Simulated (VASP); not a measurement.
# Re (Im-3m) in VASP: density of states with PBE

Aim: the density of states of Re with PBE.

Program: VASP 6.6.1. These are calculated values, not measurements. Logs are shortened: lines on timing, memory, paths and dates and some standing lists are left out, and cuts for length are marked.

## Step 1: The cell of the first run

Symmetry: Im-3m, No. 229, cubic system. Conventional cell: a = 3.113 Å, b = 3.113 Å, c = 3.113 Å, α = 90.00°, β = 90.00°, γ = 90.00°. Within 3.6 Å of Re (site symmetry m-3m) lie 14 Re at 2.70 to 3.11 Å.

## Step 2: Density of states, PBE

POSCAR reads:

```
Re
1.0
   -1.5565590078      1.5565590078      1.5565590078
    1.5565590078     -1.5565590078      1.5565590078
    1.5565590078      1.5565590078     -1.5565590078
Re
1
Direct
    0.0000000000      0.0000000000      0.0000000000
```

INCAR.step1 reads:

```
PREC     = Accurate       # precision mode
ENCUT    = 520            # plane-wave cutoff, eV
EDIFF    = 1E-6           # SCF threshold, eV
ISMEAR   = 0              # smearing method
SIGMA    = 0.05           # smearing width, eV
LREAL    = F              # projectors in reciprocal space
LASPH    = T              # aspherical terms in the spheres
NELM     = 80             # most SCF steps
ALGO     = Normal         # electronic algorithm
ISIF     = 2              # what is computed and relaxed
LWAVE    = F              # write WAVECAR
LCHARG   = T              # write CHGCAR
LMAXMIX  = 4              # l up to which the mixer works
GGA      = PE             # functional
NBANDS   = 10             # bands
```

KPOINTS.step1 reads:

```
Automatic mesh
0
Gamma
  18 18 18
```

INCAR.step2 reads:

```
PREC     = Accurate       # precision mode
ENCUT    = 520            # plane-wave cutoff, eV
EDIFF    = 1E-6           # SCF threshold, eV
ISMEAR   = -5             # smearing method
SIGMA    = 0.05           # smearing width, eV
LREAL    = F              # projectors in reciprocal space
LASPH    = T              # aspherical terms in the spheres
NELM     = 80             # most SCF steps
ALGO     = Normal         # electronic algorithm
ISIF     = 2              # what is computed and relaxed
LWAVE    = F              # write WAVECAR
LCHARG   = F              # write CHGCAR
LMAXMIX  = 4              # l up to which the mixer works
GGA      = PE             # functional
LORBIT   = 11             # projections on sites
NBANDS   = 10             # bands
NEDOS    = 1001           # points of the DOS
ICHARG   = 11             # starting density
```

KPOINTS.step2 reads:

```
Automatic mesh
0
Gamma
  27 27 27
```

Potentials or basis: VASP PAW PBE potentials, release 64 (Re).

Command:

```bash
cat potpaw_PBE.64/Re/POTCAR > POTCAR
cp INCAR.step1 INCAR
cp KPOINTS.step1 KPOINTS
mpirun -np 1 vasp_std > vasp.out
cp INCAR.step2 INCAR
cp KPOINTS.step2 KPOINTS
mpirun -np 1 vasp_std > vasp.out
```

OUTCAR:

```text
PREC = Accurate
   ENCUT = 520
   EDIFF = 1E-6
   ISMEAR = -5
   LREAL = F
   LASPH = T
   NELM = 80
   ISIF = 2
   GGA = PE
   LORBIT = 11
   ICHARG = 11

 ion  position               nearest neighbor table
   1  0.000  0.000  0.000-

  LATTYP: Found a body centered cubic cell.
 ALAT       =     3.1131180156

  Lattice vectors:

 A1 = (  -1.5565590078,   1.5565590078,   1.5565590078)
 A2 = (   1.5565590078,  -1.5565590078,   1.5565590078)
 A3 = (   1.5565590078,   1.5565590078,  -1.5565590078)

Analysis of symmetry for initial positions (statically):
=====================================================================
 Subroutine PRICEL returns:
 Original cell was already a primitive cell.

 Routine SETGRP: Setting up the symmetry group for a
 body centered cubic supercell.

 Subroutine GETGRP returns: Found 48 space group operations
 (whereof 48 operations were pure point group operations)
 out of a pool of 48 trial point group operations.

The static configuration has the point symmetry O_h .

Analysis of symmetry for dynamics (positions and initial velocities):
=====================================================================
 Subroutine PRICEL returns:
 Original cell was already a primitive cell.

 Routine SETGRP: Setting up the symmetry group for a
 body centered cubic supercell.

 Subroutine GETGRP returns: Found 48 space group operations
 (whereof 48 operations were pure point group operations)
 out of a pool of 48 trial point group operations.

The dynamic configuration has the point symmetry O_h .

 Subroutine INISYM returns: Found 48 space group operations
 (whereof 48 operations are pure point group operations),
 and found     1 'primitive' translations

----------------------------------------------------------------------------------------

                                     Primitive cell

  volume of cell :      15.0854

  direct lattice vectors                    reciprocal lattice vectors
    -1.556559008  1.556559008  1.556559008     0.000000000  0.321221359  0.321221359
     1.556559008 -1.556559008  1.556559008     0.321221359  0.000000000  0.321221359
     1.556559008  1.556559008 -1.556559008     0.321221359  0.321221359  0.000000000

  length of vectors
     2.696039286  2.696039286  2.696039286     0.454275603  0.454275603  0.454275603

  position of ions in fractional coordinates (direct lattice)
     0.000000000  0.000000000  0.000000000

  ion indices of the primitive-cell ions
   primitive index   ion index
                 1           1

----------------------------------------------------------------------------------------

 KPOINTS: Automatic mesh

Automatic generation of k-mesh.
 Grid dimensions read from file:
 generate k-points for:   27   27   27

 Generating k-lattice:

  Cartesian coordinates                     Fractional coordinates (reciprocal lattice)
     0.000000000  0.011897087  0.011897087     0.037037037  0.000000000  0.000000000
     0.011897087  0.000000000  0.011897087     0.000000000  0.037037037  0.000000000
     0.011897087  0.011897087  0.000000000     0.000000000  0.000000000  0.037037037

  Length of vectors
     0.016825022  0.016825022  0.016825022

  Shift w.r.t. Gamma in fractional coordinates (k-lattice)
     0.000000000  0.000000000  0.000000000

 TETIRR: Found  23679 inequivalent tetrahedra from   118098

 Subroutine IBZKPT returns following result:
 ===========================================

 Found    560 irreducible k-points:

 Following reciprocal coordinates:
            Coordinates               Weight
  0.000000  0.000000  0.000000      1.000000
  0.037037  0.000000  0.000000     12.000000
  0.074074  0.000000  0.000000     12.000000
  0.111111  0.000000  0.000000     12.000000
  0.148148  0.000000  0.000000     12.000000
  0.185185  0.000000  0.000000     12.000000
[... 16 lines left out ...]
  0.333333  0.037037  0.000000     48.000000
  0.370370  0.037037  0.000000     48.000000
 [... further k-points ...]
   k-points           NKPTS =    560   k-points in BZ     NKDIM =    560   number of bands    NBANDS=     10
   number of dos      NEDOS =   1001   number of ions     NIONS =      1
   total plane-waves  NPLWV =   8000
   dimension x,y,z NGX =    20 NGY =   20 NGZ =   20
   dimension x,y,z NGXF=    40 NGYF=   40 NGZF=   40
   ions per type =               1
   NGX,Y,Z   is equivalent  to a cutoff of  12.33, 12.33, 12.33 a.u.
   NGXF,Y,Z  is equivalent  to a cutoff of  24.67, 24.67, 24.67 a.u.
 SYSTEM =  unknown system
   PREC   = accura    normal or accurate (medium, high low for compatibility)
   ISTART =      0    job   : 0-new  1-cont  2-samecut
   ICHARG =     11    charge: 1-file 2-atom 10-const
   ISPIN  =      1    spin polarized calculation?
   LNONCOLLINEAR =      F non collinear calculations
   LSORBIT =      F    spin-orbit coupling
   LASPH  =      T    aspherical Exc in radial PAW
   ENCUT  =  520.0 eV  38.22 Ry    6.18 a.u.   5.01  5.01  5.01*2*pi/ulx,y,z
   NELM   =     80;   NELMIN=  2; NELMDL=  0     # of ELM steps
   EDIFF  = 0.1E-05   stopping-criterion for ELM
   LREAL  =      F    real-space projection
   EDIFFG = 0.1E-04   stopping-criterion for IOM
   NSW    =      0    number of steps for IOM
   IBRION =     -1    ionic relax: 0-MD 1-quasi-New 2-CG
   NFREE  =      0    steps in history (QN), initial steepest desc. (CG)
   ISIF   =      2    stress and relaxation
   ISYM   =      2    0-nonsym 1-usesym 2-fastsym
   POTIM  = 0.5000    time-step for ionic-motion
   TEBEG  =    0.0;   TEEND  =   0.0 temperature during run
   PSTRESS=    0.0 pullay stress
   NELECT =       7.0000    total number of electrons
   NUPDOWN=      -1.0000    fix difference up-down
   EMIN   =  10.00;   EMAX   =-10.00  energy-range for DOS
   EFERMI =   0.00;   METHOD = LEGACY
   ISMEAR =    -5;   SIGMA  =   0.05  broadening in eV -4-tet -1-fermi 0-gaus
   EFERMI_NEDOS =   21; number of points for ismear=-14 and -15
   IALGO  =     38    algorithm
   IMIX   =      4    mixing-type and parameters
     AMIX     =   0.40;   BMIX     =  1.00
     AMIX_MAG =   1.60;   BMIX_MAG =  1.00
  volume/ion in A,a.u.               =      15.09       101.80
  Fermi-wavevector in a.u.,A,eV,Ry     =   1.267424  2.395084 21.855903  1.606364
  Thomas-Fermi vector in A             =   2.400573
   LORBIT       =     11    0 simple, 1 ext, 2 COOP (PROOUT), +10 PAW based schemes
   GGA     = PE    functional components
   LHFCALC =     F    Hartree Fock is set to
   AEXX    =    0.0000 exact exchange contribution
   IVDW    =     0    specifies the selected vdW correction
   LEPSILON=     F    determine dielectric tensor
   LRPA    =     F    only Hartree local field effects (RPA)
 non-spin polarized calculation
 Fermi weights with tetrahedron method with Bloechl corrections
  energy-cutoff  :      520.00
  volume of cell :       15.09
 maximum number of plane-waves:       420

 number of electron       7.0000000 magnetization

 Free energy of the ion-electron system (eV)
  ---------------------------------------------------
  ext. energy  EPLUGINS =         0.00000000
  ---------------------------------------------------
  free energy    TOTEN  =       -12.11141988 eV

  energy without entropy =      -12.11141988  energy(sigma->0) =      -12.11141988

 E-fermi :   8.5002     XC(G=0): -13.5949

 val. band max:        8.5236582228   @ k =  -0.3704   0.4074   0.3333
 cond. band min:       8.5123501836   @ k =   0.1852   0.0370   0.0000
 fundamental gap:     -0.0113080392
 Fermi energy:         8.5001916648

 k-point     1 :       0.0000    0.0000    0.0000
  band No.  band energies     occupation
      1      -2.1044      2.00000
      2       5.8491      2.00000
      3       5.8491      2.00000
      4       5.8491      2.00000
      5       9.2335      0.00000
      6       9.2335      0.00000
      7      24.0025      0.00000
      8      24.0025      0.00000
      9      24.0025      0.00000
     10      35.8348      0.00000

 k-point     2 :       0.0370    0.0000    0.0000
  band No.  band energies     occupation
      1      -2.0384      2.00000
      2       5.8119      2.00000
      3       5.8440      2.00000
      4       5.9122      2.00000
      5       9.1755      0.00000
      6       9.2351      0.00000
      7      24.0547      0.00000
      8      24.1134      0.00000
      9      24.1442      0.00000
     10      35.2708      0.00000

 k-point     3 :       0.0741    0.0000    0.0000
  band No.  band energies     occupation
      1      -1.8430      2.00000
      2       5.7041      2.00000
      3       5.8240      2.00000
      4       6.1006      2.00000
      5       9.0226      0.00000
      6       9.2409      0.00000
      7      24.1978      0.00000
      8      24.4419      0.00000
      9      24.5374      0.00000
     10      33.6716      0.00000

 k-point     4 :       0.1111    0.0000    0.0000
  band No.  band energies     occupation
      1      -1.5275      2.00000
      2       5.5361      2.00000
      3       5.7770      2.00000
      4       6.4113      2.00000
      5       8.8293     -0.03155
      6       9.2540      0.00000
      7      24.3865      0.00000
      8      24.9760      0.00000
      9      25.0835      0.00000
     10      32.4237      0.00000
[... 222 lines left out ...]
 k-point    22 :       0.2963    0.0370    0.0000
  band No.  band energies     occupation
      1       1.0094      2.00000
      2       4.2330      2.00000
      3       5.6872      2.00000
      4       8.8340     -0.03206
      5       9.6397      0.00000
      6      10.0118      0.00000
      7      22.3414      0.00000
      8      22.7930      0.00000
      9      29.6120      0.00000
     10      30.5370      0.00000

 k-point    23 :       0.3333    0.0370    0.0000
  band No.  band energies     occupation
      1       1.1860      2.00000
      2       4.0388      2.00000
      3       6.1568      2.00000
      4       9.0039     -0.00084
      5       9.7420      0.00000
      6      10.8319      0.00000
      7      21.2024      0.00000
      8      21.9673      0.00000
      9      28.3359      0.00000
     10      31.7114      0.00000

 k-point    24 :       0.3704    0.0370    0.0000
  band No.  band energies     occupation
      1       1.2427      2.00000
      2       3.8812      2.00000
      3       6.7786      2.00000
      4       9.1386      0.00000
      5       9.8501      0.00000
      6      11.6141      0.00000
      7      20.0490      0.00000
      8      21.3473      0.00000
      9      27.1226      0.00000
     10      32.9990      0.00000

 [... further k-points ...]
[... 5 lines left out ...]
  --------------------------------------------------------------------------------------
  -------------------------------------------------------------------------------------
  Total       -0.0764882     -0.0764882     -0.0764882     -0.0000000     -0.0000000      0.0000000
  in kB       -8.1235955     -8.1235955     -8.1235955     -0.0000000     -0.0000000      0.0000000
  external PRESSURE =      -8.1235955 kB  Pullay stress =       0.0000000 kB

 VOLUME and BASIS-vectors are now :
 -----------------------------------------------------------------------------
  energy-cutoff  :      520.00
  volume of cell :       15.09
      direct lattice vectors                 reciprocal lattice vectors
    -1.556559008  1.556559008  1.556559008     0.000000000  0.321221359  0.321221359
     1.556559008 -1.556559008  1.556559008     0.321221359  0.000000000  0.321221359
     1.556559008  1.556559008 -1.556559008     0.321221359  0.321221359  0.000000000

 POSITION                                       TOTAL-FORCE (eV/Angst)
 -----------------------------------------------------------------------------------
      0.00000      0.00000      0.00000         0.000000     -0.000000     -0.000000
 -----------------------------------------------------------------------------------
    total drift:                                0.000000      0.000000      0.000000

  FREE ENERGIE OF THE ION-ELECTRON SYSTEM (eV)
  ---------------------------------------------------
  free  energy   TOTEN  =       -12.1114198788 eV

  energy  without entropy=      -12.1114198788  energy(sigma->0) =      -12.11141988

 total charge

# of ion       s       p       d       tot
------------------------------------------
    1        0.604   0.658   4.784   6.046
```

Run time: 56 s. Hardware: 1 thread of Intel Xeon Platinum 8124M at 3.00GHz (Skylake/Cascade Lake), shared host; peak memory 0.24 GiB.

Results:

- Valence electrons inside the program's atomic spheres: Re 6.05

Caveat: spin-orbit coupling is left out, which moves the levels of the heavy elements; tetrahedron occupations give inexact forces and stress in metals.
